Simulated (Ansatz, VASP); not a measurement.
**One calculation of Al2O3, two programs**

The input INCAR:

```
ALGO = Normal
EDIFF = 1E-6
ENCUT = 520
GGA = PE
ISIF = 2
ISMEAR = 0
ISPIN = 2
LASPH = True
LCHARG = True
LELF = True
LORBIT = 11
LREAL = False
LVHAR = True
LWAVE = False
MAGMOM = 0 0 1 1 1
NBANDS = 24
NELM = 150
PREC = Accurate
SIGMA = 0.1
```

KPOINTS

```
k-points
0
Gamma
  4 4 6
```

The input POSCAR:

```
Al2O3
1.0
    4.3577205600      0.0000000000      0.0000000000
    0.0000000000      4.3577205600      0.0000000000
    0.0000000000      0.0000000000      3.6667896600
Al O
2 3
Direct
    0.0000000000      0.0000000000      0.5000000000
    0.5000000000      0.5000000000      0.0000000000
    0.0000000000      0.0000000000      0.0000000000
    0.0000000000      0.5000000000      0.4759434000
    0.5000000000      0.0000000000      0.5240566000
```

Input for Ansatz:

```yaml
crystal:
  lattice:
    - [4.35772056, 0.0, 0.0]
    - [0.0, 4.35772056, 0.0]
    - [0.0, 0.0, 3.66678966]
  atoms:
    - { symbol: Al, position: [0.0, 0.0, 0.5] }
    - { symbol: Al, position: [0.5, 0.5, 0.0] }
    - { symbol: O, position: [0.0, 0.0, 0.0], spin: 1.0 }
    - { symbol: O, position: [0.0, 0.5, 0.4759434], spin: 1.0 }
    - { symbol: O, position: [0.5, 0.0, 0.5240566], spin: 1.0 }
basis:
  ecutwfc: 420
kpoints:
  mp_grid: { grid: [4, 4, 6] }
hamiltonian:
  xc: pbe
scf:
  occupations: { method: gaussian, width: 0.1 }
  lower_state_search: "off"
output:
  forces: true
  stress: true
  eigenvalues: true
  populations: true
magnetization:
  spin_polarized: true
```

Alike in both runs: task single point; functional PBE; k mesh 4 × 4 × 6; occupations gaussian, width 0.1 eV; collinear spin.

```csv
,VASP,Ansatz
version,VASP 6.6.1,Ansatz 0.2.0
potentials or method,"VASP PAW PBE potentials, release 64 (Al, O), cutoff 520 eV","scalar-relativistic, plane waves, PAW"
valence electrons in the cell,24,24
```

|  | VASP | Ansatz | Ansatz less VASP |
| --- | --- | --- | --- |
| gap on the k mesh at the Fermi level (eV) | none | none | - |
| rms of the force components (eV/Å) | 0.026 | 0.026 | -0.0002 |
| net moment per atom (μB) | 0.00 | 0.00 | -0.003 |

Atom by atom the forces differ by 0.000 eV/Å (rms over components). A gap of «none» marks a metal or a gap that the smearing closes. Ansatz's warnings: seeded moment not kept.

The k mesh is coarse, so the values compare programs but aren't converged.
